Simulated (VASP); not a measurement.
# NaWF3 (Pm-3m) in VASP: a series of runs, part 2 of 2

VASP 6.6.1. Earlier steps stand in the parts before.

## Step 3: Relaxation of cell and atoms, PBE, collinear spin

This run uses another cell than the first one, of 16.16 Å³/atom.

The input, INCAR:

```
SYSTEM = NaWF3
PREC = Accurate ; ENCUT = 600
EDIFF = 1E-7 ; ISMEAR = 0
SIGMA = 0.1 ; LREAL = .False.
LASPH = .True. ; NELM = 150
ALGO = Normal ; ISIF = 3
LWAVE = .False. ; LCHARG = .False.
ISPIN = 2 ; MAGMOM = 0 3.36 0.01 0.01 0.01
LORBIT = 11 ; LMAXMIX = 4
GGA = PE ; IBRION = 2
NSW = 90 ; EDIFFG = -0.04
```

The input, KPOINTS:

```
regular mesh
0
Gamma
  4 4 4
  0 0 0
```

The input, POSCAR:

```
NaWF3
1.0
    4.3229637400      0.0000000000      0.0000000000
    0.0000000000      4.3229637400      0.0000000000
    0.0000000000      0.0000000000      4.3229637400
Na W F
1 1 3
Direct
    0.5000000000      0.5000000000      0.5000000000
    0.0000000000      0.0000000000      0.0000000000
    0.0000000000      0.5000000000      0.5000000000
    0.5000000000      0.0000000000      0.5000000000
    0.5000000000      0.5000000000      0.0000000000
```

Potentials or basis: VASP PAW PBE potentials, release 64 (Na_pv, W_sv, F).

The run is started by

```sh
> cat potpaw_PBE.64/Na_pv/POTCAR potpaw_PBE.64/W_sv/POTCAR potpaw_PBE.64/F/POTCAR > POTCAR
> mpirun -np 1 vasp_std > vasp.out
```

OUTCAR:

```text
SYSTEM = NaWF3
   PREC = Accurate
   ENCUT = 600
   EDIFF = 1E-7
   ISMEAR = 0
   LREAL = .False.
   LASPH = .True.
   NELM = 150
   ISIF = 3
   ISPIN = 2
   LORBIT = 11
   GGA = PE
   IBRION = 2
   NSW = 90
   EDIFFG = -0.04

 ion  position               nearest neighbor table
   1  0.500  0.500  0.500-   3 2.16   4 2.16   5 2.16   5 2.16   4 2.16   3 2.16
   2  0.000  0.000  0.000-
   3  0.000  0.500  0.500-   1 2.16   1 2.16
   4  0.500  0.000  0.500-   1 2.16   1 2.16
   5  0.500  0.500  0.000-   1 2.16   1 2.16

  LATTYP: Found a simple cubic cell.
 ALAT       =     4.3229637400

  Lattice vectors:

 A1 = (   4.3229637400,   0.0000000000,   0.0000000000)
 A2 = (   0.0000000000,   4.3229637400,   0.0000000000)
 A3 = (   0.0000000000,   0.0000000000,   4.3229637400)

Analysis of symmetry for initial positions (statically):
=====================================================================
 Subroutine PRICEL returns:
 Original cell was already a primitive cell.

 Routine SETGRP: Setting up the symmetry group for a
 simple cubic supercell.

 Subroutine GETGRP returns: Found 48 space group operations
 (whereof 48 operations were pure point group operations)
 out of a pool of 48 trial point group operations.

The static configuration has the point symmetry O_h .

Analysis of symmetry for dynamics (positions and initial velocities):
=====================================================================
 Subroutine PRICEL returns:
 Original cell was already a primitive cell.

 Routine SETGRP: Setting up the symmetry group for a
 simple cubic supercell.

 Subroutine GETGRP returns: Found 48 space group operations
 (whereof 48 operations were pure point group operations)
[... 148 lines left out ...]

 number of electron      41.9999967 magnetization       4.0000711

 Free energy of the ion-electron system (eV)
  ---------------------------------------------------
  ext. energy  EPLUGINS =         0.00000000
  ---------------------------------------------------
  free energy    TOTEN  =       -22.90703113 eV

  energy without entropy =      -22.87011352  energy(sigma->0) =      -22.88857233

------------------------ aborting loop because EDIFF is reached ----------------------------------------

  FORCE on cell =-STRESS in cart. coord.  units (eV):
  Direction    XX          YY          ZZ          XY          YZ          ZX
  --------------------------------------------------------------------------------------
  -------------------------------------------------------------------------------------
  Total       -4.3329151     -4.3329151     -4.3329151     -0.0000000     -0.0000000     -0.0000000
  in kB      -85.9302316    -85.9302316    -85.9302316     -0.0000000     -0.0000000     -0.0000000
  external PRESSURE =     -85.9302316 kB  Pullay stress =       0.0000000 kB
[... 26 lines left out ...]
--------------------------------------- Ionic step        2  -------------------------------------------

 number of electron      42.0000000 magnetization       3.9999866

 E-fermi :   2.1428     XC(G=0):  -9.9192

 val. band max:        2.1165571983   @ k =   0.2500   0.2500   0.0000
 cond. band min:       2.2277864309   @ k =   0.5000   0.2500   0.2500
 fundamental gap:      0.1112292326
 Fermi energy:         2.1428020746

 spin component 1

 k-point     1 :       0.0000    0.0000    0.0000
  band No.  band energies     occupation
      1     -72.8755      1.00000
      2     -37.2632      1.00000
      3     -37.2632      1.00000
      4     -37.2632      1.00000
      5     -20.1638      1.00000
      6     -19.6850      1.00000
[... 630 lines left out ...]
--------------------------------------- Ionic step        3  -------------------------------------------

 number of electron      41.9999982 magnetization       3.9999567

 Free energy of the ion-electron system (eV)
  ---------------------------------------------------
  ext. energy  EPLUGINS =         0.00000000
  ---------------------------------------------------
  free energy    TOTEN  =       -23.35170072 eV

  energy without entropy =      -23.32497393  energy(sigma->0) =      -23.33833732

 E-fermi :   2.7254     XC(G=0): -10.1973

 val. band max:        2.6931079244   @ k =   0.2500   0.2500   0.0000
 cond. band min:       2.7255667026   @ k =   0.5000   0.5000   0.2500
 fundamental gap:      0.0324587782
 Fermi energy:         2.7253618839

 spin component 1

 k-point     1 :       0.0000    0.0000    0.0000
  band No.  band energies     occupation
      1     -72.3215      1.00000
      2     -36.7118      1.00000
      3     -36.7118      1.00000
      4     -36.7118      1.00000
      5     -19.9668      1.00000
      6     -19.4190      1.00000
[... 624 lines left out ...]
  FREE ENERGIE OF THE ION-ELECTRON SYSTEM (eV)
  ---------------------------------------------------
  free  energy   TOTEN  =       -23.3517007176 eV

  energy  without entropy=      -23.3249739291  energy(sigma->0) =      -23.33833732

 reached required accuracy - stopping structural energy minimisation

 total charge

# of ion       s       p       d       tot
------------------------------------------
    1        0.094   6.065   0.000   6.159
    2        2.160   5.989   3.247  11.397
    3        1.739   4.319   0.000   6.058
    4        1.739   4.319   0.000   6.058
    5        1.739   4.319   0.000   6.058
--------------------------------------------------
tot          7.472  25.011   3.247  35.730

 magnetization (x)

# of ion       s       p       d       tot
------------------------------------------
    1       -0.000   0.000   0.000  -0.000
    2        0.098   0.017   3.049   3.164
    3        0.008   0.004   0.000   0.012
    4        0.008   0.004   0.000   0.012
    5        0.008   0.004   0.000   0.012
--------------------------------------------------
tot          0.121   0.029   3.049   3.199
```

OSZICAR:

```text
N       E                     dE             d eps       ncg     rms          rms(c)
DAV:   1     0.487991575233E+03    0.48799E+03   -0.23926E+04  1080   0.186E+03
[... 33 lines left out ...]
DAV:   4    -0.233534967942E+02    0.13921E-01   -0.58486E-02  1289   0.201E+00    0.562E-01
DAV:   5    -0.233520959188E+02    0.14009E-02   -0.59949E-03  1224   0.643E-01    0.279E-01
DAV:   6    -0.233516981962E+02    0.39772E-03   -0.64468E-04  1433   0.379E-01    0.113E-01
DAV:   7    -0.233516989018E+02   -0.70564E-06   -0.15134E-04  1257   0.110E-01    0.138E-02
DAV:   8    -0.233517002794E+02   -0.13776E-05   -0.11000E-05  1080   0.412E-02    0.578E-03
DAV:   9    -0.233517007582E+02   -0.47876E-06   -0.16588E-06  1256   0.150E-02    0.251E-03
DAV:  10    -0.233517007176E+02    0.40589E-07   -0.18233E-07   768   0.618E-03
   3 F= -.23351701E+02 E0= -.23338337E+02  d E =-.444670E+00  mag=     3.9999
```

Run time: 70 s. Hardware: 1 thread of Intel Xeon 6975P-C (Granite Rapids), shared host; peak memory 0.27 GiB.

What came out:

| Item | Value |
| --- | --- |
| Free energy | -23.3517 eV |
| Relaxed volume | 13.47 Å³/atom |
| Relaxed cell | a = 4.068 Å, b = 4.068 Å, c = 4.068 Å, α = 90.00°, β = 90.00°, γ = 90.00° |
| Space group after relaxing (to 0.1 Å) | Pm-3m (No. 221) |
| Energy gained by relaxing | 88.9 meV/atom |
| Ionic steps | 3 |
| Pressure after relaxing | -0.3 GPa |
| Band gap on the k mesh | zero (filled and empty bands overlap) |
| Net moment | 4.00 μB per cell |
| Site moments | Na -0.00; W +3.16; F +0.01 μB |
| Valence electrons inside the program's atomic spheres | Na 6.16; W 11.40; F 6.06 |

The path:
```tsv
step	energy change (eV)	largest force (eV/Å)	pressure (GPa)	volume (Å³)
1	0.0000	0.0000	-8.59	80.79
2	-0.3956	0.0000	-3.72	71.07
3	-0.4447	0.0000	-0.32	67.34
```

Final structure:
```
Na W F
1.0
     4.06847    0.00000    0.00000
     0.00000    4.06847    0.00000
     0.00000    0.00000    4.06847
Na W F
1 1 3
Cartesian
  2.0342 2.0342 2.0342
  0.0000 0.0000 0.0000
  0.0000 2.0342 2.0342
  2.0342 0.0000 2.0342
  2.0342 2.0342 0.0000
```

Caveat: the k points lie up to 0.39 Å⁻¹ apart in the final cell, too coarse for converged energies and pressures of a metal; the volume moved by over 15 % at a fixed basis, so the end points are rough; spin-orbit coupling is left out, which moves the levels of the heavy elements.

## Step 4: Single point, PBE, collinear spin

The input, INCAR:

```
ALGO = Normal
EDIFF = 1E-6
ENCUT = 520
GGA = PE
ISIF = 2
ISMEAR = 0
ISPIN = 2
LASPH = T
LCHARG = F
LMAXMIX = 4
LORBIT = 11
LREAL = F
LWAVE = F
MAGMOM = 0 3.36 0 0 0
NBANDS = 33
NELM = 150
PREC = Accurate
SIGMA = 0.1
```

The input, KPOINTS:

```
k-points
0
Gamma
  10 10 10
```

POSCAR, as its differences from that of step 3:

```diff
@@ -2,5 +2,5 @@
 1.0
-    4.3229637400      0.0000000000      0.0000000000
-    0.0000000000      4.3229637400      0.0000000000
-    0.0000000000      0.0000000000      4.3229637400
+    4.0640950235      0.0000000000      0.0000000000
+    0.0000000000      4.0640950235      0.0000000000
+    0.0000000000      0.0000000000      4.0640950235
 Na W F
```

The run is started by

```sh
> cat potpaw_PBE.64/Na_pv/POTCAR potpaw_PBE.64/W_sv/POTCAR potpaw_PBE.64/F/POTCAR > POTCAR
> mpirun -np 1 vasp_std > vasp.out
```

Wall time 89 s (1 thread of Intel Xeon 6975P-C (Granite Rapids), shared host); peak memory 0.31 GiB.

Results (log left out):

- Free energy: -23.3179 eV
- Pressure: 0.2 GPa
- Band gap on the k mesh: zero (filled and empty bands overlap)
- Net moment: 4.00 μB per cell
- Site moments: Na -0.00; W +3.18; F +0.01 μB
- Valence electrons inside the program's atomic spheres: Na 6.16; W 11.41; F 6.06

Levels at points of the mesh, in eV from the Fermi level:
Spin up:
```
           k point  band 19  band 20  band 21  band 22  band 23  band 24  band 25  band 26  band 27  band 28
(0.00, 0.00, 0.00)    -3.08    -1.75    -1.52    -1.52    -0.53    -0.53    -0.53     9.84     9.84     9.84
(0.50, 0.00, 0.00)    -3.25    -0.80    -0.47    -0.45     0.28     0.28     1.60     4.01     9.23     9.23
(0.50, 0.50, 0.00)    -3.33    -0.56    -0.47     0.05     0.27     0.27     2.00     5.53     5.53     9.13
(0.50, 0.50, 0.50)    -3.17    -0.81    -0.81    -0.81    -0.21    -0.21     0.95     7.10     7.10     7.10
```
Spin down:
| k point | band 17 | band 18 | band 19 | band 20 | band 21 | band 22 |
| --- | --- | --- | --- | --- | --- | --- |
| (0.00, 0.00, 0.00) | -3.05 | -3.05 | -3.05 | 0.10 | 1.17 | 1.17 |
| (0.50, 0.00, 0.00) | -4.04 | -3.21 | -3.21 | 1.69 | 1.95 | 2.10 |
| (0.50, 0.50, 0.00) | -3.59 | -3.33 | -3.23 | 1.84 | 2.24 | 2.59 |
| (0.50, 0.50, 0.50) | -3.17 | -3.17 | -3.17 | 1.62 | 1.62 | 1.62 |

Caveat: spin-orbit coupling is left out, which moves the levels of the heavy elements.

## Step 5: Summary

| task | cell | k mesh | cutoff (eV) | gap on the mesh (eV) | pressure (GPa) | moment (μB) |
| --- | --- | --- | --- | --- | --- | --- |
| single point | a = 4.064 Å, 5 atoms | 4 × 4 × 4 | 520 | none | 0.1 | 4.00 |
| relaxation of cell and atoms | relaxed from a = 4.323 Å, 5 atoms | 4 × 4 × 4 | 600 | none | -0.3 | 4.00 |
| single point | a = 4.064 Å, 5 atoms | 10 × 10 × 10 | 520 | none | 0.2 | 4.00 |

Alike in all rows: level PBE; potentials or basis VASP PAW PBE potentials, release 64 (Na_pv, W_sv, F); spin collinear; smearing gaussian 0.1 eV.

Caveats: some runs use coarse meshes; spin-orbit coupling is left out, which moves the levels of the heavy elements; the volume moved by over 15 % at a fixed basis, so the end points are rough (at least some runs).

Absolute energies hang on the potentials; compare differences alone.
